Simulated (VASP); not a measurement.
A run of VASP 6.6.1:

Contents of INCAR:

```
SYSTEM = TiO
PREC     = Accurate       ! precision mode
ENCUT    = 520            ! plane-wave cutoff, eV
EDIFF    = 1E-7           ! SCF threshold, eV
ISMEAR   = 0              ! smearing method
SIGMA    = 0.1            ! smearing width, eV
LREAL    = .FALSE.        ! projectors in reciprocal space
LASPH    = .TRUE.         ! aspherical terms in the spheres
NELM     = 80             ! most SCF steps
ALGO     = Normal         ! electronic algorithm
ISIF     = 2              ! what is computed and relaxed
LWAVE    = .FALSE.        ! write WAVECAR
LCHARG   = .FALSE.        ! write CHGCAR
GGA      = PS             ! functional
NBANDS   = 26             ! bands
```

The input KPOINTS:

```
Automatic mesh
0
G
  18 18 8
  0 0 0
```

The input POSCAR:

```
TiO
1.0
    2.8187689750      0.0000000000      0.0000000000
   -1.4093844875      2.4411255397      0.0000000000
    0.0000000000      0.0000000000      5.4562749489
Ti O
2 2
Direct
    0.3333333333      0.6666666667      0.2500000000
    0.6666666667      0.3333333333      0.7500000000
    0.0000000000      0.0000000000      0.0000000000
    0.0000000000      0.0000000000      0.5000000000
```

Potentials or basis: VASP PAW PBE potentials, release 64 (Ti_sv, O).

Command:

```sh
$ cat potpaw_PBE.64/Ti_sv/POTCAR potpaw_PBE.64/O/POTCAR > POTCAR
$ mpirun -np 1 vasp_std > vasp.out
```

Hardware: 1 thread of Intel(R) Xeon(R) 6975P-C (Granite Rapids), with other jobs on the host.

Problem. Estimate the wall time of this run.

Solution. It took 63 s on 1 thread of Intel(R) Xeon(R) 6975P-C (Granite Rapids) (shared host), peak memory 0.27 GiB. Counts: scf iterations 15, k points 185.
